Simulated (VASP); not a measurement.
# Li8HF8 (a cell with a defect) in VASP: notebook

Runs on Li8HF8 (a cell with a defect). Level: PBE. Tasks: single point.

All numbers are computed with VASP 6.6.1; they aren't measurements. Logs are shortened: lines on timing, memory, paths and dates and some standing lists are left out, and cuts for length are marked.

### Step 1. The cell of the first run

The cell holds a defect, 17 atoms: a = 5.753 Å, b = 5.753 Å, c = 5.753 Å, α = 60.00°, β = 60.00°, γ = 60.00°.

### Step 2. Single point, PBE, collinear spin

File INCAR:

```
SYSTEM = Li8HF8
PREC = Accurate
ENCUT = 520
EDIFF = 1E-6
ISMEAR = 0
SIGMA = 0.02
LREAL = Auto
LASPH = .True.
NELM = 150
ALGO = Normal
ISIF = 2
LWAVE = .False.
LCHARG = .False.
ISPIN = 2
MAGMOM = 0 0 0 0 0 0 0 0 0 0 0 0 0 0 0 0 0.58
LORBIT = 11
GGA = PE
NBANDS = 58
```

File KPOINTS:

```
Automatic mesh
0
Gamma
  2 2 2
  0 0 0
```

File POSCAR:

```
Li8HF8
1.0
   -4.0681815568      4.0681815568      0.0000000000
    0.0000000000      4.0681815568     -4.0681815568
   -4.0681815568      0.0000000000     -4.0681815568
Li F H
8 8 1
Direct
    0.0011599777     -0.0046807154      0.5023536859
    0.0011789051      0.5011767473      0.5023782669
   -0.0141763585      0.0043156874      0.0054950842
    0.0011442459      0.5011393842     -0.0034381455
    0.5043739989      0.0043589500      0.4868592939
    0.4953001659      0.5011639652      0.5023625351
    0.5043061553      0.0042906148      0.0054697657
    0.5043454849      0.4857656848      0.0055093411
    0.2408275015      0.7408381258      0.7420644723
    0.2408748199      0.2761618390      0.7421051538
    0.2409028423      0.7409102711      0.2772969899
    0.2522144073      0.2488578707      0.2500822507
    0.7761983962      0.7408688521      0.7420915114
    0.7488468638      0.2488549210      0.7534621937
    0.7488500593      0.7522252774      0.2500822507
    0.7488557129      0.2488608205      0.2500817591
    0.3747474096     -0.1253354829      0.8756916205
```

Potentials or basis: VASP PAW PBE potentials, release 64 (Li_sv, F, H).

Command:

```
$ cat potpaw_PBE.64/Li_sv/POTCAR potpaw_PBE.64/F/POTCAR potpaw_PBE.64/H/POTCAR > POTCAR
$ mpirun -np 1 vasp_std > vasp.out
```

OUTCAR:

```text
SYSTEM = Li8HF8
   PREC = Accurate
   ENCUT = 520
   EDIFF = 1E-6
   ISMEAR = 0
   LREAL = Auto
   LASPH = .True.
   NELM = 150
   ISIF = 2
   ISPIN = 2
   LORBIT = 11
   GGA = PE

 ion  position               nearest neighbor table
   1  0.001  0.995  0.502-   9 1.95  13 1.95  11 1.95  16 2.05  12 2.05  14 2.05
   2  0.001  0.501  0.502-  13 1.95  10 1.95  11 1.95  12 2.05  15 2.05  14 2.05
   3  0.986  0.004  0.005-  14 1.99  15 1.99  16 1.99  11 2.14  10 2.14   9 2.14
   4  0.001  0.501  0.997-   9 1.95  13 1.95  10 1.95  16 2.05  12 2.05  15 2.05
   5  0.504  0.004  0.487-  15 1.99  12 1.99  16 1.99  10 2.14  13 2.14   9 2.14
   6  0.495  0.501  0.502-   9 1.95  10 1.95  11 1.95  16 2.05  15 2.05  14 2.05
[... 8 lines left out ...]
  15  0.749  0.752  0.250-   5 1.99   3 1.99   7 1.99   4 2.05   6 2.05   2 2.05
  16  0.749  0.249  0.250-   5 1.99   8 1.99   3 1.99   4 2.05   1 2.05   6 2.05
  17  0.375  0.875  0.876-

  LATTYP: Found a face centered cubic cell.
 ALAT       =     8.1363631136

  Lattice vectors:

 A1 = (  -4.0681815568,   4.0681815568,   0.0000000000)
 A2 = (   0.0000000000,   4.0681815568,  -4.0681815568)
 A3 = (  -4.0681815568,   0.0000000000,  -4.0681815568)

Analysis of symmetry for initial positions (statically):
=====================================================================
 Subroutine PRICEL returns:
 Original cell was already a primitive cell.

 Routine SETGRP: Setting up the symmetry group for a
 face centered cubic supercell.

 Subroutine GETGRP returns: Found  1 space group operations
 (whereof  1 operations were pure point group operations)
 out of a pool of 48 trial point group operations.

The static configuration has the point symmetry C_1 .

Analysis of symmetry for dynamics (positions and initial velocities):
=====================================================================
 Subroutine PRICEL returns:
 Original cell was already a primitive cell.

 Routine SETGRP: Setting up the symmetry group for a
 face centered cubic supercell.

 Subroutine GETGRP returns: Found  1 space group operations
 (whereof  1 operations were pure point group operations)
 out of a pool of 48 trial point group operations.

The dynamic configuration has the point symmetry C_1 .

Analysis of structural, dynamic, and magnetic symmetry:
=====================================================================
 Subroutine PRICEL returns:
 Original cell was already a primitive cell.

 Routine SETGRP: Setting up the symmetry group for a
 face centered cubic supercell.

 Subroutine GETGRP returns: Found  1 space group operations
 (whereof  1 operations were pure point group operations)
 out of a pool of 48 trial point group operations.

The overall configuration has the point symmetry C_1 .

 Subroutine INISYM returns: Found  1 space group operations
 (whereof  1 operations are pure point group operations),
 and found     1 'primitive' translations

----------------------------------------------------------------------------------------

                                     Primitive cell

  volume of cell :     134.6576

  direct lattice vectors                    reciprocal lattice vectors
    -4.068181557  4.068181557  0.000000000    -0.122905036  0.122905036  0.122905036
     0.000000000  4.068181557 -4.068181557     0.122905036  0.122905036 -0.122905036
    -4.068181557  0.000000000 -4.068181557    -0.122905036 -0.122905036 -0.122905036

  length of vectors
     5.753277532  5.753277532  5.753277532     0.212877767  0.212877767  0.212877767

  position of ions in fractional coordinates (direct lattice)
     0.001159978  0.995319285  0.502353686
     0.001178905  0.501176747  0.502378267
     0.985823641  0.004315687  0.005495084
     0.001144246  0.501139384  0.996561855
     0.504373999  0.004358950  0.486859294
     0.495300166  0.501163965  0.502362535
[... 9 lines left out ...]
     0.748855713  0.248860820  0.250081759
     0.374747410  0.874664517  0.875691620

  ion indices of the primitive-cell ions
   primitive index   ion index
                 1           1
                 2           2
                 3           3
                 4           4
                 5           5
                 6           6
[... 9 lines left out ...]
                16          16
                17          17

----------------------------------------------------------------------------------------

 KPOINTS: Automatic mesh

Automatic generation of k-mesh.
 Grid dimensions read from file:
 generate k-points for:    2    2    2

 Generating k-lattice:

  Cartesian coordinates                     Fractional coordinates (reciprocal lattice)
    -0.061452518  0.061452518  0.061452518     0.500000000  0.000000000  0.000000000
     0.061452518  0.061452518 -0.061452518     0.000000000  0.500000000  0.000000000
    -0.061452518 -0.061452518 -0.061452518     0.000000000  0.000000000  0.500000000

  Length of vectors
     0.106438883  0.106438883  0.106438883

  Shift w.r.t. Gamma in fractional coordinates (k-lattice)
     0.000000000  0.000000000  0.000000000

 Subroutine IBZKPT returns following result:
 ===========================================

 Found      8 irreducible k-points:

 Following reciprocal coordinates:
            Coordinates               Weight
  0.000000  0.000000  0.000000      1.000000
  0.500000  0.000000  0.000000      1.000000
  0.000000  0.500000  0.000000      1.000000
  0.000000  0.000000  0.500000      1.000000
  0.500000  0.500000  0.500000      1.000000
  0.500000  0.500000  0.000000      1.000000
  0.000000  0.500000  0.500000      1.000000
  0.500000  0.000000  0.500000      1.000000
   k-points           NKPTS =      8   k-points in BZ     NKDIM =      8   number of bands    NBANDS=     58
   number of dos      NEDOS =    301   number of ions     NIONS =     17
   total plane-waves  NPLWV = 110592
   dimension x,y,z NGX =    48 NGY =   48 NGZ =   48
   dimension x,y,z NGXF=    96 NGYF=   96 NGZF=   96
   ions per type =               8   8   1
   NGX,Y,Z   is equivalent  to a cutoff of  13.87, 13.87, 13.87 a.u.
   NGXF,Y,Z  is equivalent  to a cutoff of  27.74, 27.74, 27.74 a.u.
 SYSTEM =  Li8HF8
   PREC   = accura    normal or accurate (medium, high low for compatibility)
   ISTART =      0    job   : 0-new  1-cont  2-samecut
   ICHARG =      2    charge: 1-file 2-atom 10-const
   ISPIN  =      2    spin polarized calculation?
   LNONCOLLINEAR =      F non collinear calculations
   LSORBIT =      F    spin-orbit coupling
   LASPH  =      T    aspherical Exc in radial PAW
   ENCUT  =  520.0 eV  38.22 Ry    6.18 a.u.  10.70 10.70 10.70*2*pi/ulx,y,z
   NELM   =    150;   NELMIN=  2; NELMDL= -5     # of ELM steps
   EDIFF  = 0.1E-05   stopping-criterion for ELM
   LREAL  =      T    real-space projection
   EDIFFG = 0.1E-04   stopping-criterion for IOM
   NSW    =      0    number of steps for IOM
   IBRION =     -1    ionic relax: 0-MD 1-quasi-New 2-CG
   NFREE  =      0    steps in history (QN), initial steepest desc. (CG)
   ISIF   =      2    stress and relaxation
   ISYM   =      2    0-nonsym 1-usesym 2-fastsym
   POTIM  = 0.5000    time-step for ionic-motion
   TEBEG  =    0.0;   TEEND  =   0.0 temperature during run
   PSTRESS=    0.0 pullay stress
   NELECT =      81.0000    total number of electrons
   NUPDOWN=      -1.0000    fix difference up-down
   EMIN   =  10.00;   EMAX   =-10.00  energy-range for DOS
   EFERMI =   0.00;   METHOD = LEGACY
   ISMEAR =     0;   SIGMA  =   0.02  broadening in eV -4-tet -1-fermi 0-gaus
   EFERMI_NEDOS =   21; number of points for ismear=-14 and -15
   IALGO  =     38    algorithm
   IMIX   =      4    mixing-type and parameters
     AMIX     =   0.40;   BMIX     =  1.00
     AMIX_MAG =   1.60;   BMIX_MAG =  1.00
  volume/ion in A,a.u.               =       7.92        53.45
  Fermi-wavevector in a.u.,A,eV,Ry     =   1.381952  2.611510 25.984275  1.909790
  Thomas-Fermi vector in A             =   2.506688
   LORBIT       =     11    0 simple, 1 ext, 2 COOP (PROOUT), +10 PAW based schemes
   GGA     = PE    functional components
   LHFCALC =     F    Hartree Fock is set to
   AEXX    =    0.0000 exact exchange contribution
   IVDW    =     0    specifies the selected vdW correction
   LEPSILON=     F    determine dielectric tensor
   LRPA    =     F    only Hartree local field effects (RPA)
 spin polarized calculation
 Gauss-broadening in eV      SIGMA  =   0.02
  energy-cutoff  :      520.00
  volume of cell :      134.66
 maximum number of plane-waves:      3695
 NGX is ok and might be reduce to    48
   NGX = 21   NGY = 21   NGZ = 21

 number of electron      80.9999978 magnetization       0.9999996

 Free energy of the ion-electron system (eV)
  ---------------------------------------------------
  ext. energy  EPLUGINS =         0.00000000
  ---------------------------------------------------
  free energy    TOTEN  =       -76.69486337 eV

  energy without entropy =      -76.69486337  energy(sigma->0) =      -76.69486337

 E-fermi :   3.1788     XC(G=0):  -9.9654

 val. band max:        2.9443784017   @ k =   0.5000   0.5000   0.0000
 cond. band min:       4.5365517332   @ k =   0.0000   0.0000   0.0000
 fundamental gap:      1.5921733315
 Fermi energy:         3.1787807551

 spin component 1

 k-point     1 :       0.0000    0.0000    0.0000
  band No.  band energies     occupation
      1     -42.2011      1.00000
      2     -42.1639      1.00000
      3     -42.1639      1.00000
      4     -42.1639      1.00000
      5     -41.8420      1.00000
      6     -41.8083      1.00000
[... 44 lines left out ...]
     51      14.2016      0.00000
     52      14.2044      0.00000
[... 383 lines left out ...]
     51      13.9830      0.00000
     52      13.9831      0.00000
 Fermi energy:         3.1787807551

 spin component 2

 k-point     1 :       0.0000    0.0000    0.0000
  band No.  band energies     occupation
      1     -42.1902      1.00000
      2     -42.1537      1.00000
      3     -42.1536      1.00000
      4     -42.1535      1.00000
      5     -41.8400      1.00000
      6     -41.8064      1.00000
[... 44 lines left out ...]
     51      14.4945      0.00000
     52      14.4967      0.00000
[... 383 lines left out ...]
     51      14.0105      0.00000
     52      14.1802      0.00000
 [bands above 52 left out]

------------------------ aborting loop because EDIFF is reached ----------------------------------------

  FORCE on cell =-STRESS in cart. coord.  units (eV):
  Direction    XX          YY          ZZ          XY          YZ          ZX
  --------------------------------------------------------------------------------------
  -------------------------------------------------------------------------------------
  Total        3.9711539      3.9709096      3.9710896     -0.0031500     -0.0023360     -0.0006700
  in kB       47.2494033     47.2464968     47.2486383     -0.0374794     -0.0277936     -0.0079723
  external PRESSURE =      47.2481795 kB  Pullay stress =       0.0000000 kB

 VOLUME and BASIS-vectors are now :
 -----------------------------------------------------------------------------
  energy-cutoff  :      520.00
  volume of cell :      134.66
      direct lattice vectors                 reciprocal lattice vectors
    -4.068181557  4.068181557  0.000000000    -0.122905036  0.122905036  0.122905036
     0.000000000  4.068181557 -4.068181557     0.122905036  0.122905036 -0.122905036
    -4.068181557  0.000000000 -4.068181557    -0.122905036 -0.122905036 -0.122905036

 POSITION                                       TOTAL-FORCE (eV/Angst)
 -----------------------------------------------------------------------------------
     -2.04838      4.05386     -6.09281         0.005743      0.005541     -0.005998
     -2.04856      2.04367     -4.08264         0.005738     -0.006281      0.005769
     -4.03286      4.02807     -0.03991        -0.003354      0.003008      0.002818
     -4.05885      2.04338     -6.09292        -0.005505     -0.005682     -0.005493
     -4.03252      2.06962     -1.99837        -0.004610     -0.004158     -0.004725
     -4.05867      4.05380     -4.08253        -0.006015      0.005555      0.005778
[... 9 lines left out ...]
     -4.06386      4.05889     -2.02979        -0.002253      0.001690     -0.002202
     -5.08701      5.08283     -7.12077        -0.000483     -0.000401     -0.000639
 -----------------------------------------------------------------------------------
    total drift:                                0.002797      0.003727      0.003136

  FREE ENERGIE OF THE ION-ELECTRON SYSTEM (eV)
  ---------------------------------------------------
  free  energy   TOTEN  =       -76.6948633703 eV

  energy  without entropy=      -76.6948633703  energy(sigma->0) =      -76.69486337

 total charge

# of ion       s       p       d       tot
------------------------------------------
    1        2.018   0.050   0.000   2.068
    2        2.018   0.050   0.000   2.068
    3        2.016   0.048   0.000   2.064
    4        2.018   0.050   0.000   2.068
    5        2.016   0.048   0.000   2.064
    6        2.018   0.050   0.000   2.068
[... 9 lines left out ...]
   16        1.729   4.407   0.000   6.136
   17        0.479   0.010   0.000   0.489
--------------------------------------------------
tot         30.470  35.609   0.000  66.079

 magnetization (x)

# of ion       s       p       d       tot
------------------------------------------
    1        0.000   0.001   0.000   0.001
    2        0.000   0.001   0.000   0.001
    3        0.002   0.003   0.000   0.005
    4        0.000   0.001   0.000   0.001
    5        0.002   0.003   0.000   0.005
    6        0.000   0.001   0.000   0.001
[... 9 lines left out ...]
   16       -0.000   0.000   0.000   0.000
   17        0.350   0.001   0.000   0.351
--------------------------------------------------
tot          0.383   0.275   0.000   0.659
```

Run time: 3.6 min. Hardware: 1 thread of AMD EPYC 9R45 (Zen 5), shared host; peak memory 0.39 GiB.

Results:

```yaml
Free_energy: -76.6949 eV
Largest_force: 0.010 eV/Å
Band_gap_on_the_k_mesh: 1.59 eV
Net_moment: 1.00 μB per cell
Site_moments: Li +0.00, +0.01 (each value once); F +0.07, +0.00 (each value once); H +0.35 μB
Valence_electrons_inside_the_program's_atomic_spheres: Li 2.07, 2.06 (each value once); F 6.13, 6.14 (each value once); H 0.49
```

Forces on the atoms (eV/Å):
```
Li   0.006  0.006 -0.006
Li   0.006 -0.006  0.006
Li  -0.003  0.003  0.003
Li  -0.006 -0.006 -0.005
Li  -0.005 -0.004 -0.005
Li  -0.006  0.006  0.006
Li   0.003 -0.003  0.003
Li   0.003  0.003 -0.003
F   -0.003  0.005 -0.003
F   -0.003 -0.003  0.004
F    0.004  0.004  0.004
F    0.002 -0.003 -0.002
F    0.004 -0.003 -0.003
F    0.003  0.003  0.003
F   -0.002 -0.003  0.002
F   -0.002  0.002 -0.002
H    0.000  0.000 -0.001
```

Levels at points of the mesh, in eV from the valence-band top:
Spin up:
```tsv
k point	band 37	band 38	band 39	band 40	band 41	band 42	band 43	band 44	band 45	band 46
(0.00, 0.00, 0.00)	-4.26	-4.07	-4.07	-4.07	-0.90	5.18	6.45	6.45	6.45	8.96
(0.50, 0.00, 0.00)	-4.23	-4.23	-4.15	-4.15	-0.21	6.00	6.85	8.41	8.41	8.61
(0.00, 0.50, 0.00)	-4.23	-4.23	-4.15	-4.15	-0.21	6.00	6.85	8.41	8.41	8.61
(0.00, 0.00, 0.50)	-4.23	-4.23	-4.15	-4.15	-0.21	6.00	6.85	8.41	8.41	8.61
(0.50, 0.50, 0.50)	-4.23	-4.23	-4.15	-4.15	-0.21	6.00	6.85	8.41	8.41	8.61
(0.50, 0.50, 0.00)	-4.40	-4.31	-4.31	-4.22	0.00	7.10	7.24	7.66	7.66	8.16
(0.00, 0.50, 0.50)	-4.40	-4.31	-4.31	-4.22	0.00	7.10	7.24	7.66	7.66	8.16
(0.50, 0.00, 0.50)	-4.40	-4.31	-4.31	-4.22	0.00	7.10	7.24	7.66	7.66	8.16
```
Spin down:
| k point | band 37 | band 38 | band 39 | band 40 | band 41 | band 42 | band 43 | band 44 |
| --- | --- | --- | --- | --- | --- | --- | --- | --- |
| (0.00, 0.00, 0.00) | -4.22 | -3.94 | -3.94 | -3.94 | 1.59 | 5.26 | 6.50 | 6.50 |
| (0.50, 0.00, 0.00) | -4.20 | -4.20 | -4.01 | -4.01 | 2.21 | 6.02 | 7.00 | 8.52 |
| (0.00, 0.50, 0.00) | -4.20 | -4.20 | -4.01 | -4.01 | 2.21 | 6.02 | 7.00 | 8.52 |
| (0.00, 0.00, 0.50) | -4.20 | -4.20 | -4.01 | -4.01 | 2.20 | 6.02 | 7.00 | 8.52 |
| (0.50, 0.50, 0.50) | -4.20 | -4.20 | -4.01 | -4.01 | 2.21 | 6.02 | 7.00 | 8.52 |
| (0.50, 0.50, 0.00) | -4.37 | -4.18 | -4.15 | -4.15 | 2.42 | 7.11 | 7.27 | 7.71 |
| (0.00, 0.50, 0.50) | -4.37 | -4.18 | -4.15 | -4.15 | 2.42 | 7.11 | 7.27 | 7.71 |
| (0.50, 0.00, 0.50) | -4.37 | -4.18 | -4.15 | -4.15 | 2.42 | 7.11 | 7.27 | 7.71 |

Caveat: the k points lie up to 0.67 Å⁻¹ apart; the cutoff is under 1.25 times the usual one of these potentials, so pressure, stress and relaxed cells hold a basis-set (Pulay) error.

(Continued in part 2 of 3.)
